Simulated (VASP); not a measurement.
Write the native input for VASP 6.6.1 that does the following.

* Task: single point
* Functional: PBEsol
* Potentials or basis: VASP PAW PBE potentials, release 64 (Ir_sv_GW)
* Cutoff: 560 eV
* k mesh: 18 × 18 × 10
* Occupations: fermi-dirac, width 0.15 eV
* Spin: no spin polarisation
* Dipole correction: no
* Further INCAR settings: ALGO = Normal; EDIFF = 1e-06; NBANDS = 24

The structure of Ir lies in POSCAR:

```
Ir
1.0
    2.7398698458      0.0000000000      0.0000000000
   -1.3699349229      2.3727968895      0.0000000000
    0.0000000000      0.0000000000      4.4375127059
Ir
2
Direct
    0.6666666667      0.3333333333      0.7500000000
    0.3333333333      0.6666666667      0.2500000000
```

This isn't the form of Ir at room conditions, which is fcc.

These files were run (other wordings do the same):

INCAR

```
SYSTEM = Ir
PREC = Accurate
ENCUT = 560
EDIFF = 1E-6
ISMEAR = -1
SIGMA = 0.15
LREAL = .FALSE.
LASPH = .TRUE.
NELM = 120
ALGO = Normal
ISIF = 2
LWAVE = .FALSE.
LCHARG = .FALSE.
GGA = PS
NBANDS = 24
GGA_COMPAT = .FALSE.
```

KPOINTS

```
regular mesh
0
G
  18 18 10
  0 0 0
```

Potentials or basis: VASP PAW PBE potentials, release 64 (Ir_sv_GW).

Run with:

```sh
$ cat potpaw_PBE.64/Ir_sv_GW/POTCAR > POTCAR
$ mpirun -np 1 vasp_std > vasp.out
```

Results of the run:

```yaml
Pressure: -9.0 GPa
Band_gap_on_the_k_mesh: zero (bands 17 and 18 overlap by 3.27 eV)
```

Caveat: the cell stands under tension; the PAW data sets were made with another functional, which shifts forces and pressure a little; spin-orbit coupling is left out, which moves the levels of the heavy elements.

Wall time 79 s on 1 thread of AMD EPYC 9R45 96-Core Processor (Zen 5), on a shared host, peak memory 0.24 GiB.
